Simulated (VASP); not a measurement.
Here is a VASP 6.6.1 calculation.

File INCAR:

```
PREC = Accurate
ENCUT = 520
EDIFF = 1E-6
ISMEAR = 0
SIGMA = 0.1
LREAL = False
LASPH = True
NELM = 80
ALGO = Normal
ISIF = 2
LWAVE = False
LCHARG = True
GGA = RP
LELF = True
LVHAR = True
NBANDS = 16
```

KPOINTS

```
regular mesh
0
Gamma
  6 6 6
```

The input POSCAR:

```
CdSe
1.0
    0.0000000000      3.0702712000      3.0702712000
    3.0702712000      0.0000000000      3.0702712000
    3.0702712000      3.0702712000      0.0000000000
Cd Se
1 1
Direct
    0.0000000000      0.0000000000      0.0000000000
    0.2500000000      0.2500000000      0.2500000000
```

Potentials or basis: VASP PAW PBE potentials, release 64 (Cd, Se).

Launch:

```sh
$ cat potpaw_PBE.64/Cd/POTCAR potpaw_PBE.64/Se/POTCAR > POTCAR
$ mpirun -np 1 vasp_std > vasp.out
```

Task: Predict the pressure.

Result: 3.5 GPa.

Task: Predict the band gap on the k mesh.

Result: 0.72 eV, direct.

Caveat: the PAW data sets were made with another functional, which shifts forces and pressure a little.
